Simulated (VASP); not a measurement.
A run of VASP 6.6.1 is set up as follows.

The input INCAR:

```
SYSTEM = AlNi3
PREC = Accurate ; ENCUT = 520
EDIFF = 1E-6 ; ISMEAR = -1
SIGMA = 0.05 ; LREAL = .FALSE.
LASPH = .TRUE. ; NELM = 150
ALGO = Normal ; ISIF = 2
LWAVE = .FALSE. ; LCHARG = .FALSE.
ISPIN = 2 ; MAGMOM = 1 1 1 0
LORBIT = 11 ; LMAXMIX = 4
NBANDS = 28
```

Contents of KPOINTS:

```
regular mesh
0
G
  8 8 8
  0 0 0
```

The input POSCAR:

```
AlNi3
1.0
    3.5463868949      0.0000000000      0.0000000000
    0.0000000000      3.5463868949      0.0000000000
    0.0000000000      0.0000000000      3.5463868949
Ni Al
3 1
Direct
    0.5000000000      0.5000000000      0.0000000000
    0.5000000000      0.0000000000      0.5000000000
    0.0000000000      0.5000000000      0.5000000000
    0.0000000000      0.0000000000      0.0000000000
```

Potentials or basis: VASP PAW LDA potentials, release 64 (Ni, Al).

Command:

```sh
$ cat potpaw_LDA.64/Ni/POTCAR potpaw_LDA.64/Al/POTCAR > POTCAR
$ mpirun -np 1 vasp_std > vasp.out
```

Problem. Predict the net moment.

Solution. 0.42 μB per cell.

Problem. What does it give for the site moments?

Solution. Ni +0.14; Al -0.00 μB.

Problem. What does it give for the pressure?

Solution. -10.7 GPa.
